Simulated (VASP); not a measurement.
The system is Ru.

```
Ru
1.0
     2.72400    0.00000    0.00000
    -1.36200    2.35905    0.00000
     0.00000    0.00000    4.33200
Ru
2
Direct
  0.33333 0.66667 0.25000
  0.66667 0.33333 0.75000
```

Base run:

* Program: VASP 6.6.1
* Functional: PBE
* Potentials or basis: VASP PAW PBE potentials, release 64 (Ru_pv)
* Cutoff: 520 eV
* k mesh: 10 × 10 × 6
* Occupations: gaussian, width 0.1 eV
* Spin: no spin polarisation

Its results: band gap on the k mesh zero (band 14 reaches 13.95 eV, above the bottom of band 15 at 10.88 eV); pressure -3.4 GPa.

Problem. The run is repeated on the same cell with these changes: k mesh from 10 × 10 × 6 to 5 × 5 × 3. What comes out?

Solution. Band gap on the k mesh zero (band 14 reaches 13.40 eV, above the bottom of band 15 at 11.16 eV); pressure -4.2 GPa.

Caveats: some runs use coarse meshes.
